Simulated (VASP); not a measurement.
A run of VASP 6.6.1 is set up as follows.

File POSCAR:

```
HfN
1.0
    0.0000000000      2.4548200000      2.4548200000
    2.4548200000      0.0000000000      2.4548200000
    2.4548200000      2.4548200000      0.0000000000
Hf N
1 1
Direct
    0.0047147237      0.0004952763      0.0034547237
    0.7503800000      0.7548900000      0.7493100000
```

INCAR.step1

```
SYSTEM = HfN
ALGO = Normal
EDIFF = 1E-4
ENCUT = 520
GGA = PE
ISMEAR = 1
LASPH = .True.
LCHARG = .False.
LREAL = .False.
LWAVE = .True.
NBANDS = 14
NELM = 100
PREC = Accurate
SIGMA = 0.1
```

Contents of INCAR.step2:

```
SYSTEM = HfN
ALGO = Normal
EDIFF = 1E-6
ENCUT = 520
ISIF = 2
ISMEAR = 1
ISTART = 1
IVDW = 13
LASPH = .True.
LCHARG = .False.
LMIXTAU = .True.
LREAL = .False.
LWAVE = .False.
METAGGA = R2SCAN
NBANDS = 14
NELM = 100
PREC = Accurate
SIGMA = 0.1
VDW_A1 = 0.51559235
VDW_A2 = 5.77342911
VDW_S6 = 1.0
VDW_S8 = 0.6018749
```

KPOINTS

```
k-points
0
Gamma
  7 7 7
  0 0 0
```

Potentials or basis: VASP PAW PBE potentials, release 64 (Hf_pv, N).

Command:

```sh
$ cat potpaw_PBE.64/Hf_pv/POTCAR potpaw_PBE.64/N/POTCAR > POTCAR
$ cp INCAR.step1 INCAR
$ mpirun -np 1 vasp_std > vasp.out
$ cp INCAR.step2 INCAR
$ mpirun -np 1 vasp_std > vasp.out
```

Problem. Estimate the dispersion energy per atom.

Solution. -0.085 eV.

Problem. What does it give for the pressure?

Solution. -4.7 GPa.

Problem. Estimate the largest force.

Solution. 0.244 eV/Å.

Stress tensor (GPa, compression positive):
```
-4.57  0.01 -1.21
 0.01 -4.87  0.04
-1.21  0.04 -4.57
```

Caveat: the PAW data sets were made with another functional, which shifts forces and pressure a little; pairwise dispersion overbinds metals, which lowers pressure and volume.
